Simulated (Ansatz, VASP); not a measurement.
**One calculation of TaVN2, two programs**

File INCAR:

```
PREC = Accurate
ENCUT = 600
EDIFF = 1E-6
ISMEAR = -1
SIGMA = 0.05
LREAL = F
LASPH = T
NELM = 200
ALGO = Normal
ISIF = 2
LWAVE = F
LCHARG = T
ISPIN = 2
MAGMOM = 0 2 0 0
LORBIT = 11
NUPDOWN = 2.0
LMAXMIX = 4
GGA = PS
LELF = T
LVHAR = T
NBANDS = 30
GGA_COMPAT = F
```

Contents of KPOINTS:

```
Automatic mesh
0
Gamma
  7 7 5
```

Contents of POSCAR:

```
TaVN2
1.0
    3.0498670000      0.0000000000      0.0000000000
    0.0000000000      3.0498670000      0.0000000000
    0.0000000000      0.0000000000      4.2960620000
Ta V N
1 1 2
Direct
    0.0000000000      0.0000000000      0.0000000000
    0.5000000000      0.5000000000      0.5000000000
    0.5000000000      0.5000000000      0.0000000000
    0.0000000000      0.0000000000      0.5000000000
```

input.yaml

```yaml
crystal:
  lattice:
    - [3.049867, 0.0, 0.0]
    - [0.0, 3.049867, 0.0]
    - [0.0, 0.0, 4.296062]
  atoms:
    - { symbol: Ta, position: [0.0, 0.0, 0.0] }
    - { symbol: V, position: [0.5, 0.5, 0.5], spin: 2.0 }
    - { symbol: "N", position: [0.5, 0.5, 0.0] }
    - { symbol: "N", position: [0.0, 0.0, 0.5] }
hamiltonian:
  xc: pbesol
  pseudopotentials: { kind: paw }
magnetization:
  spin_polarized: true
  initial_magnetization: 2.0
  spin_locking: { lock_magnetization: hard }
kpoints:
  mp_grid: { grid: [7, 7, 5] }
scf:
  occupations: { method: fermi_dirac, width: 0.05 }
  lower_state_search: "off"
output:
  forces: true
  stress: true
  eigenvalues: true
```

Alike in both runs: task single point; functional PBEsol; k mesh 7 × 7 × 5; occupations fermi-dirac, width 0.05 eV; collinear spin; fixed moment 2 μB.

|  | VASP | Ansatz |
| --- | --- | --- |
| version | VASP 6.6.1 | Ansatz 0.2.0 |
| potentials or method | VASP PAW PBE potentials, release 64 (Ta_sv_GW, V_sv, N) | Ansatz PAW |
| plane-wave cutoff (eV) | 600 | 420 |
| valence electrons in the cell | 36 | 36 |

```tsv
	VASP	Ansatz	Ansatz less VASP
pressure (GPa)	-6.4	-6.6	-0.22
traceless stress, the component that is largest in VASP (GPa)	-2.85	-2.86	-0.012
net moment per atom (μB)	0.50	0.50	0.000
size of the moment on the site where the two differ most (μB)	1.62	1.39	-0.237
```

VASP's potentials were made for PBE, not for PBEsol. Site moments also hang on the region over which each program counts them.

Spin-orbit coupling is off throughout.
